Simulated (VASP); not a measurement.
# Sb (P6_3/mmc) in VASP: further runs

The runs below take Sb through single point, relaxation of cell and atoms, with PBE.

Program: VASP 6.6.1. These are calculated values, not measurements. Logs are shortened: lines on timing, memory, paths and dates and some standing lists are left out, and cuts for length are marked.

**1. The cell of the first run**

Symmetry: P6_3/mmc, No. 194, hexagonal system. Conventional cell: a = 3.358 Å, b = 3.358 Å, c = 11.235 Å, α = 90.00°, β = 90.00°, γ = 120.00°. Sb (site symmetry -3m) has 12 Sb at 3.36 to 3.41 Å within 4.4 Å. Within 4.4 Å of Sb (site symmetry -6m2) lie 12 Sb at 3.36 to 3.41 Å.

This isn't the form of Sb at room conditions, which is rhombohedral.

**2. Single point, PBE**

Input file INCAR:

```
SYSTEM = Sb
PREC = Accurate
ENCUT = 520
EDIFF = 1E-6
ISMEAR = 0
SIGMA = 0.1
LREAL = .FALSE.
LASPH = .TRUE.
NELM = 60
ALGO = Normal
ISIF = 2
LWAVE = .FALSE.
LCHARG = .TRUE.
GGA = PE
LELF = .TRUE.
LVHAR = .TRUE.
NBANDS = 18
```

Input file KPOINTS:

```
regular mesh
0
G
  12 12 4
  0 0 0
```

Input file POSCAR:

```
Sb
1.0
    3.3576928570      0.0000000000      0.0000000000
   -1.6788464285      2.9078473123      0.0000000000
    0.0000000000      0.0000000000     11.2353993667
Sb
4
Direct
    0.0000000000      0.0000000000      0.0000000000
    0.3333333333      0.6666666667      0.2500000000
    0.0000000000      0.0000000000      0.5000000000
    0.6666666667      0.3333333333      0.7500000000
```

Potentials or basis: VASP PAW PBE potentials, release 64 (Sb).

Run with:

```sh
$ cat potpaw_PBE.64/Sb/POTCAR > POTCAR
$ mpirun -np 1 vasp_std > vasp.out
```

OUTCAR:

```text
SYSTEM = Sb
   PREC = Accurate
   ENCUT = 520
   EDIFF = 1E-6
   ISMEAR = 0
   LREAL = .FALSE.
   LASPH = .TRUE.
   NELM = 60
   ISIF = 2
   GGA = PE

 ion  position               nearest neighbor table
   1  0.000  0.000  0.000-   2 3.41   4 3.41   4 3.41   2 3.41   4 3.41   2 3.41
   2  0.333  0.667  0.250-   1 3.41   3 3.41   1 3.41   3 3.41   1 3.41   3 3.41
   3  0.000  0.000  0.500-   2 3.41   4 3.41   4 3.41   2 3.41   4 3.41   2 3.41
   4  0.667  0.333  0.750-   1 3.41   3 3.41   1 3.41   3 3.41   1 3.41   3 3.41

  LATTYP: Found a hexagonal cell.
 ALAT       =     3.3576928570
 C/A-ratio  =     3.3461665034

  Lattice vectors:

 A1 = (   3.3576928570,   0.0000000000,   0.0000000000)
 A2 = (  -1.6788464285,   2.9078473123,   0.0000000000)
 A3 = (   0.0000000000,   0.0000000000,  11.2353993667)

Analysis of symmetry for initial positions (statically):
=====================================================================
 Subroutine PRICEL returns:
 Original cell was already a primitive cell.

 Routine SETGRP: Setting up the symmetry group for a
 hexagonal supercell.

 Subroutine GETGRP returns: Found 24 space group operations
 (whereof 12 operations were pure point group operations)
 out of a pool of 24 trial point group operations.

The static configuration has the point symmetry D_3d.
 The point group associated with its full space group is D_6h.

Analysis of symmetry for dynamics (positions and initial velocities):
=====================================================================
 Subroutine PRICEL returns:
 Original cell was already a primitive cell.

 Routine SETGRP: Setting up the symmetry group for a
 hexagonal supercell.

 Subroutine GETGRP returns: Found 24 space group operations
 (whereof 12 operations were pure point group operations)
 out of a pool of 24 trial point group operations.

The dynamic configuration has the point symmetry D_3d.
 The point group associated with its full space group is D_6h.

 Subroutine INISYM returns: Found 24 space group operations
 (whereof 12 operations are pure point group operations),
 and found     1 'primitive' translations

----------------------------------------------------------------------------------------

                                     Primitive cell

  volume of cell :     109.6986

  direct lattice vectors                    reciprocal lattice vectors
     3.357692857  0.000000000  0.000000000     0.297823548  0.171948506  0.000000000
    -1.678846428  2.907847312  0.000000000     0.000000000  0.343897011  0.000000000
     0.000000000  0.000000000 11.235399367     0.000000000  0.000000000  0.089004402

  length of vectors
     3.357692857  3.357692857 11.235399367     0.343897011  0.343897011  0.089004402

  position of ions in fractional coordinates (direct lattice)
     0.000000000  0.000000000  0.000000000
     0.333333333  0.666666667  0.250000000
     0.000000000  0.000000000  0.500000000
     0.666666667  0.333333333  0.750000000

  ion indices of the primitive-cell ions
   primitive index   ion index
                 1           1
                 2           2
                 3           3
                 4           4

----------------------------------------------------------------------------------------

 KPOINTS: regular mesh

Automatic generation of k-mesh.
 Grid dimensions read from file:
 generate k-points for:   12   12    4

 Generating k-lattice:

  Cartesian coordinates                     Fractional coordinates (reciprocal lattice)
     0.024818629  0.014329042  0.000000000     0.083333333  0.000000000  0.000000000
     0.000000000  0.028658084  0.000000000     0.000000000  0.083333333  0.000000000
     0.000000000  0.000000000  0.022251100     0.000000000  0.000000000  0.250000000

  Length of vectors
     0.028658084  0.028658084  0.022251100

  Shift w.r.t. Gamma in fractional coordinates (k-lattice)
     0.000000000  0.000000000  0.000000000

 Subroutine IBZKPT returns following result:
 ===========================================

 Found     57 irreducible k-points:

 Following reciprocal coordinates:
            Coordinates               Weight
  0.000000  0.000000  0.000000      1.000000
  0.083333  0.000000  0.000000      6.000000
  0.166667  0.000000  0.000000      6.000000
  0.250000 -0.000000  0.000000      6.000000
  0.333333 -0.000000  0.000000      6.000000
  0.416667 -0.000000  0.000000      6.000000
[... 16 lines left out ...]
  0.250000 -0.000000  0.250000     12.000000
  0.333333 -0.000000  0.250000     12.000000
 [... further k-points ...]
   k-points           NKPTS =     57   k-points in BZ     NKDIM =     57   number of bands    NBANDS=     18
   number of dos      NEDOS =    301   number of ions     NIONS =      4
   total plane-waves  NPLWV =  65856
   dimension x,y,z NGX =    28 NGY =   28 NGZ =   84
   dimension x,y,z NGXF=    56 NGYF=   56 NGZF=  168
   ions per type =               4
   NGX,Y,Z   is equivalent  to a cutoff of  13.86, 13.86, 12.43 a.u.
   NGXF,Y,Z  is equivalent  to a cutoff of  27.73, 27.73, 24.86 a.u.
 SYSTEM =  Sb
   PREC   = accura    normal or accurate (medium, high low for compatibility)
   ISTART =      0    job   : 0-new  1-cont  2-samecut
   ICHARG =      2    charge: 1-file 2-atom 10-const
   ISPIN  =      1    spin polarized calculation?
   LNONCOLLINEAR =      F non collinear calculations
   LSORBIT =      F    spin-orbit coupling
   LASPH  =      T    aspherical Exc in radial PAW
   ENCUT  =  520.0 eV  38.22 Ry    6.18 a.u.   6.24  6.24 20.89*2*pi/ulx,y,z
   NELM   =     60;   NELMIN=  2; NELMDL= -5     # of ELM steps
   EDIFF  = 0.1E-05   stopping-criterion for ELM
   LREAL  =      F    real-space projection
   EDIFFG = 0.1E-04   stopping-criterion for IOM
   NSW    =      0    number of steps for IOM
   IBRION =     -1    ionic relax: 0-MD 1-quasi-New 2-CG
   NFREE  =      0    steps in history (QN), initial steepest desc. (CG)
   ISIF   =      2    stress and relaxation
   ISYM   =      2    0-nonsym 1-usesym 2-fastsym
   POTIM  = 0.5000    time-step for ionic-motion
   TEBEG  =    0.0;   TEEND  =   0.0 temperature during run
   PSTRESS=    0.0 pullay stress
   NELECT =      20.0000    total number of electrons
   NUPDOWN=      -1.0000    fix difference up-down
   EMIN   =  10.00;   EMAX   =-10.00  energy-range for DOS
   EFERMI =   0.00;   METHOD = LEGACY
   ISMEAR =     0;   SIGMA  =   0.10  broadening in eV -4-tet -1-fermi 0-gaus
   EFERMI_NEDOS =   21; number of points for ismear=-14 and -15
   IALGO  =     38    algorithm
   IMIX   =      4    mixing-type and parameters
     AMIX     =   0.40;   BMIX     =  1.00
     AMIX_MAG =   1.60;   BMIX_MAG =  1.00
  volume/ion in A,a.u.               =      27.42       185.07
  Fermi-wavevector in a.u.,A,eV,Ry     =   0.928292  1.754217 11.724487  0.861725
  Thomas-Fermi vector in A             =   2.054453
   LORBIT       =      0    0 simple, 1 ext, 2 COOP (PROOUT), +10 PAW based schemes
   GGA     = PE    functional components
   LHFCALC =     F    Hartree Fock is set to
   AEXX    =    0.0000 exact exchange contribution
   IVDW    =     0    specifies the selected vdW correction
   LEPSILON=     F    determine dielectric tensor
   LRPA    =     F    only Hartree local field effects (RPA)
 non-spin polarized calculation
 Gauss-broadening in eV      SIGMA  =   0.10
  energy-cutoff  :      520.00
  volume of cell :      109.70
 maximum number of plane-waves:      2993
 NGX is ok and might be reduce to    28
   NGX = 13   NGY = 13   NGZ = 41

 number of electron      20.0000000 magnetization

 Free energy of the ion-electron system (eV)
  ---------------------------------------------------
  ext. energy  EPLUGINS =         0.00000000
  ---------------------------------------------------
  free energy    TOTEN  =       -15.43154925 eV

  energy without entropy =      -15.42212386  energy(sigma->0) =      -15.42683655

 E-fermi :   8.2973     XC(G=0): -10.1513

 val. band max:        8.2687805989   @ k =   0.2500   0.1667   0.2500
 cond. band min:       8.2997759193   @ k =   0.1667   0.0833   0.2500
 fundamental gap:      0.0309953204
 Fermi energy:         8.2973174730

 k-point     1 :       0.0000    0.0000    0.0000
  band No.  band energies     occupation
      1      -4.4962      2.00000
      2      -3.3548      2.00000
      3      -3.3446      2.00000
      4      -1.0665      2.00000
      5       2.5581      2.00000
      6       7.2062      2.00000
[... 10 lines left out ...]
     17      16.3476      0.00000
     18      16.6730      0.00000

 k-point     2 :       0.0833    0.0000    0.0000
  band No.  band energies     occupation
      1      -4.3737      2.00000
      2      -3.2342      2.00000
      3      -3.2241      2.00000
      4      -0.9572      2.00000
      5       2.6854      2.00000
      6       7.2921      2.00000
[... 10 lines left out ...]
     17      16.2106      0.00000
     18      16.6959      0.00000

 k-point     3 :       0.1667    0.0000    0.0000
  band No.  band energies     occupation
      1      -4.0080      2.00000
      2      -2.8750      2.00000
      3      -2.8652      2.00000
      4      -0.6365      2.00000
      5       3.0637      2.00000
      6       7.4718      2.00000
[... 10 lines left out ...]
     17      15.0022      0.00000
     18      15.6157      0.00000

 k-point     4 :       0.2500   -0.0000    0.0000
  band No.  band energies     occupation
      1      -3.4052      2.00000
      2      -2.2874      2.00000
      3      -2.2787      2.00000
      4      -0.1353      2.00000
      5       3.6784      2.00000
      6       6.5101      2.00000
[... 375 lines left out ...]
      4      -0.9385      2.00000
      5       3.5098      2.00000
      6       5.9567      2.00000
[... 10 lines left out ...]
     17      15.0164      0.00000
     18      15.2620      0.00000

 k-point    23 :       0.2500   -0.0000    0.2500
  band No.  band energies     occupation
      1      -3.3334      2.00000
      2      -2.7662      2.00000
      3      -1.6884      2.00000
      4      -0.4164      2.00000
      5       4.0798      2.00000
      6       6.1089      2.00000
[... 10 lines left out ...]
     17      14.0946      0.00000
     18      14.3945      0.00000

 k-point    24 :       0.3333   -0.0000    0.2500
  band No.  band energies     occupation
      1      -2.5139      2.00000
      2      -1.9643      2.00000
      3      -0.9391      2.00000
      4       0.2025      2.00000
      5       4.4134      2.00000
      6       4.9531      2.00000
[... 10 lines left out ...]
     17      13.4485      0.00000
     18      13.8029      0.00000

 [... further k-points ...]

------------------------ aborting loop because EDIFF is reached ----------------------------------------

  FORCE on cell =-STRESS in cart. coord.  units (eV):
  Direction    XX          YY          ZZ          XY          YZ          ZX
  --------------------------------------------------------------------------------------
  -------------------------------------------------------------------------------------
  Total       -0.0657839     -0.0657839     -0.0652430     -0.0000000     -0.0000000      0.0000000
  in kB       -0.9607910     -0.9607910     -0.9528912     -0.0000000     -0.0000000      0.0000000
  external PRESSURE =      -0.9581578 kB  Pullay stress =       0.0000000 kB

 VOLUME and BASIS-vectors are now :
 -----------------------------------------------------------------------------
  energy-cutoff  :      520.00
  volume of cell :      109.70
      direct lattice vectors                 reciprocal lattice vectors
     3.357692857  0.000000000  0.000000000     0.297823548  0.171948506  0.000000000
    -1.678846428  2.907847312  0.000000000     0.000000000  0.343897011  0.000000000
     0.000000000  0.000000000 11.235399367     0.000000000  0.000000000  0.089004402

 POSITION                                       TOTAL-FORCE (eV/Angst)
 -----------------------------------------------------------------------------------
      0.00000      0.00000      0.00000         0.000000      0.000000     -0.000000
     -0.00000      1.93856      2.80885        -0.000000      0.000000     -0.000000
      0.00000      0.00000      5.61770         0.000000      0.000000     -0.000000
      1.67885      0.96928      8.42655         0.000000     -0.000000      0.000000
 -----------------------------------------------------------------------------------
    total drift:                                0.000000     -0.000000      0.000000

  FREE ENERGIE OF THE ION-ELECTRON SYSTEM (eV)
  ---------------------------------------------------
  free  energy   TOTEN  =       -15.4315492460 eV

  energy  without entropy=      -15.4221238561  energy(sigma->0) =      -15.42683655
```

Wall time 38 s (1 thread of AMD EPYC 9R45 (Zen 5), shared host); peak memory 0.25 GiB.

Results:

| Quantity | Value |
| --- | --- |
| Free energy | -15.4315 eV |
| Pressure | -0.1 GPa |
| Band gap on the k mesh | zero (bands 10 and 11 overlap by 6.96 eV) |

Caveat: spin-orbit coupling is left out, which moves the levels of the heavy elements.

**3. Relaxation of cell and atoms, PBE**

Input file INCAR:

```
PREC = Accurate
ENCUT = 600
EDIFF = 1E-6
ISMEAR = 0
SIGMA = 0.1
LREAL = F
LASPH = T
NELM = 60
ALGO = Normal
ISIF = 3
LWAVE = F
LCHARG = F
GGA = PE
IBRION = 2
NSW = 80
EDIFFG = -0.01
```

Input file KPOINTS:

```
Automatic mesh
0
Gamma
  12 12 4
```

Input file POSCAR:

```
Sb
1.0
    3.3488276136      0.0000000000      0.0000000000
   -1.6744138068      2.9001697863      0.0000000000
    0.0000000000      0.0000000000     11.3047719243
Sb
4
Direct
    0.0000000000      0.0000000000      0.0000000000
    0.3333333333      0.6666666667      0.2500000000
    0.0000000000      0.0000000000      0.5000000000
    0.6666666667      0.3333333333      0.7500000000
```

Potentials or basis: VASP PAW PBE potentials, release 64 (Sb).

Run with:

```sh
$ cat potpaw_PBE.64/Sb/POTCAR > POTCAR
$ mpirun -np 1 vasp_std > vasp.out
```

Run time: 1.9 min. Hardware: 1 thread of AMD EPYC 9R45 (Zen 5), shared host; peak memory 0.28 GiB.

It converged, with:

| Quantity | Value |
| --- | --- |
| Free energy | -15.4317 eV |
| Relaxed volume | 27.40 Å³/atom |
| Relaxed cell | a = 3.357 Å, b = 3.357 Å, c = 11.227 Å, α = 90.00°, β = 90.00°, γ = 120.00° |
| Space group after relaxing (to 0.1 Å) | P6_3/mmc (No. 194) |
| Energy gained by relaxing | 0.3 meV/atom |
| Ionic steps | 5 |
| Pressure after relaxing | 0.0 GPa |

The path:
| step | energy change (eV) | largest force (eV/Å) | pressure (GPa) | volume (Å³) |
| --- | --- | --- | --- | --- |
| 1 | 0.0000 | 0.0000 | -0.12 | 109.79 |
| 2 | -0.0010 | 0.0000 | 0.05 | 109.47 |
| 3 | -0.0011 | 0.0000 | 0.11 | 109.33 |
| 4 | -0.0011 | 0.0000 | 0.13 | 109.30 |
| 5 | -0.0012 | 0.0000 | -0.04 | 109.60 |

Final structure:
```cif
data_structure
_symmetry_space_group_name_H-M 'P 1'
_symmetry_Int_Tables_number 1
_cell_length_a 3.3575
_cell_length_b 3.3575
_cell_length_c 11.2271
_cell_angle_alpha 90.000
_cell_angle_beta 90.000
_cell_angle_gamma 120.000
_cell_volume 109.60
loop_
_atom_site_label
_atom_site_type_symbol
_atom_site_fract_x
_atom_site_fract_y
_atom_site_fract_z
_atom_site_occupancy
Sb1 Sb 0.00000 0.00000 0.00000 1
Sb2 Sb 0.33333 0.66667 0.25000 1
Sb3 Sb 0.00000 0.00000 0.50000 1
Sb4 Sb 0.66667 0.33333 0.75000 1
```

Levels at points of the mesh, in eV from the Fermi level:
```csv
k point,band 8,band 9,band 10,band 11,band 12,band 13
"(0.00, 0.00, 0.00)",3.77,3.77,4.42,4.42,4.47,4.47
"(0.50, 0.00, 0.00)",-3.49,-1.74,-0.96,0.55,1.61,1.69
"(0.00, 0.00, 0.50)",2.49,3.96,3.96,3.96,3.96,5.02
"(0.50, 0.00, 0.50)",-4.38,-0.45,-0.45,0.85,0.85,1.03
```

Caveat: the highest band is partly filled, so the run has too few bands; spin-orbit coupling is left out, which moves the levels of the heavy elements.
